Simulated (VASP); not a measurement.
Write the native input for VASP 6.6.1 that does the following.

```yaml
Task: single point
Functional: PBE
Potentials_or_basis: VASP PAW PBE potentials, release 64 (P, B)
Cutoff: 520 eV
k_mesh: 1 × 1 × 1, shifted
Occupations: fermi-dirac, width 0.3447 eV
Spin: no spin polarisation
Dipole_correction: no
Further_INCAR_settings: LREAL = Auto; ALGO = Normal; EDIFF = 1e-07; NBANDS = 72; ISYM = 0
```

The structure of B6P7 lies in POSCAR:

```
B6P7
1.0
    7.0133910000      0.4643600000      0.0424130000
    0.4643600000      7.2659330000      0.0942560000
    0.0424130000      0.0942560000      7.1824730000
P B
14 12
Direct
    0.8365133360      0.4146496533      0.3388863059
    0.7728936386      0.7090706516      0.1158999273
   -0.2986277846      0.3026984221      0.6258311807
    0.3963265068      0.2945634119      0.7661985273
    0.8134586386      0.6270042325      0.5233258611
    0.3588678173     -0.0000276627      0.6525010183
    0.1218029279      0.8919257409      0.3900644833
    0.9570262843     -0.1825617879      0.7203890900
    0.0310509768      1.0730818199      0.9628199974
    0.5007992634      0.4380039337      0.1507661918
    0.1756556494      0.5677727256      0.3524227562
    0.2403660242      0.5507249950      0.9740039706
    0.3772267720      0.7502315465      0.2679280321
    0.8481381198     -0.0425173966      0.4725231042
    0.7282541954     -0.1085290748      0.8405710779
    0.6273390172      0.6242743684      0.3711394481
   -0.2298787100      0.6076843598      0.8493850167
   -0.2116051941      0.2014260147     -0.0918874041
    0.6012268125      1.0018233270      0.0278830575
    0.5729756157      0.8024438330     -0.0422475324
    0.4259095787      0.6687882166     -0.1967062605
    0.4279303920      0.1916944133      0.4516686439
    0.4804192804      0.1524428267      0.2365169108
    0.6572016745      0.2243004963      0.1096954263
    0.2662573178      0.3941688138      0.5040693439
    0.3532016980      0.5271360727      0.6860982170
```

One way to write it, as run:

INCAR

```
SYSTEM = B6P7
PREC = Accurate ; ENCUT = 520
EDIFF = 1E-7 ; ISMEAR = -1
SIGMA = 0.3447 ; LREAL = Auto
LASPH = .True. ; NELM = 100
ALGO = Normal ; ISIF = 2
LWAVE = .False. ; LCHARG = .False.
GGA = PE ; ISYM = 0
NBANDS = 72
```

KPOINTS

```
Automatic mesh
0
Gamma
  1 1 1
  0.25 0.25 0.25
```

Potentials or basis: VASP PAW PBE potentials, release 64 (P, B).

The run is started by

```console
$ cat potpaw_PBE.64/P/POTCAR potpaw_PBE.64/B/POTCAR > POTCAR
$ mpirun -np 1 vasp_std > vasp.out
```

It gave:

```yaml
Pressure: 7.3 GPa
Largest_force: 5.039 eV/Å
Band_gap_on_the_k_mesh: 0.16 eV
```

Caveat: the k points lie up to 0.90 Å⁻¹ apart.

It took 82 s on 1 thread of Intel(R) Xeon(R) Platinum 8259CL CPU @ 2.50GHz (Skylake/Cascade Lake), on a shared host, peak memory 0.41 GiB.
